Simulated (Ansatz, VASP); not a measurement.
BeS in VASP and in Ansatz

```xyz
2
Lattice="0.0000 2.4250 2.4250 2.4250 0.0000 2.4250 2.4250 2.4250 0.0000" Properties=species:S:1:pos:R:3 pbc="T T T"
Be    0.0000    0.0000    0.0000
S     1.2125    1.2125    1.2125
```

Alike in both runs: task relaxation of cell and atoms; functional PBE; k mesh 8 × 8 × 8; occupations gaussian, width 0.02 eV; no spin polarisation.

|  | VASP | Ansatz |
| --- | --- | --- |
| version | VASP 6.6.1 | Ansatz 0.2.0 |
| potentials or method | VASP PAW PBE potentials, release 64 (Be, S), cutoff 600 eV | scalar-relativistic, plane waves, PAW |
| valence electrons in the cell | 8 | 8 |

```csv
,VASP,Ansatz,Ansatz less VASP
"gap on the k mesh at the Fermi level, each at its own relaxed structure (eV)",3.15,3.14,-0.003
relaxed volume (Å³/atom),14.50,14.49,-0.008
relaxed cell length with the largest relative difference (Å),3.448,3.448,-0.0006
```
